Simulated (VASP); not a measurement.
Write the native input for VASP 6.6.1 that does the following.

```
Task                   : single point
Functional             : LDA
Potentials or basis    : VASP PAW LDA potentials, release 64 (Al, N)
Cutoff                 : 520 eV
k mesh                 : 5 × 5 × 1
Occupations            : gaussian, width 0.1 eV
Spin                   : no spin polarisation
Dipole correction      : yes
Further INCAR settings : ALGO = Normal; EDIFF = 1e-06; NBANDS = 32
```

The structure of Al12N lies in POSCAR:

```
Al12N
1.0
    5.6336864727      0.0000000000      0.0000000000
    0.0000000000      5.6336864727      0.0000000000
    0.0000000000      0.0000000000     19.6042970528
Al N
12 1
Direct
    0.2500000000      0.2500000000      0.2040369001
    0.2500000000      0.7500000000      0.2040369001
    0.7500000000      0.2500000000      0.2040369001
    0.7500000000      0.7500000000      0.2040369001
    0.0000000000      0.0000000000      0.3086956402
    0.0000000000      0.5000000000      0.3086956402
    0.5000000000      0.0000000000      0.3086956402
    0.5000000000      0.5000000000      0.3086956402
    0.2500000000      0.2500000000      0.4133939121
    0.2500000000      0.7500000000      0.4133939121
    0.7500000000      0.2500000000      0.4133939121
    0.7500000000      0.7500000000      0.4133939121
    0.2500000000      0.5000000000      0.4678360792
```

One way to write it, as run:

INCAR

```
  PREC = Accurate
  ENCUT = 520
  EDIFF = 1E-6
  ISMEAR = 0
  SIGMA = 0.1
  LREAL = False
  LASPH = True
  NELM = 60
  ALGO = Normal
  ISIF = 2
  LWAVE = False
  LCHARG = False
  LDIPOL = True
  IDIPOL = 3
  DIPOL = 0.5 0.5 0.321
  GGA = CA
  NBANDS = 32
```

KPOINTS

```
regular mesh
0
Gamma
  5 5 1
```

Potentials or basis: VASP PAW LDA potentials, release 64 (Al, N).

Launch:

```bash
$ cat potpaw_LDA.64/Al/POTCAR potpaw_LDA.64/N/POTCAR > POTCAR
$ mpirun -np 1 vasp_std > vasp.out
```

Results of the run:

```yaml
Largest_force: 0.499 eV/Å
```

Run time: 5.8 min on 1 thread of Intel(R) Xeon(R) Platinum 8488C (Sapphire Rapids) (shared host), peak memory 0.49 GiB.
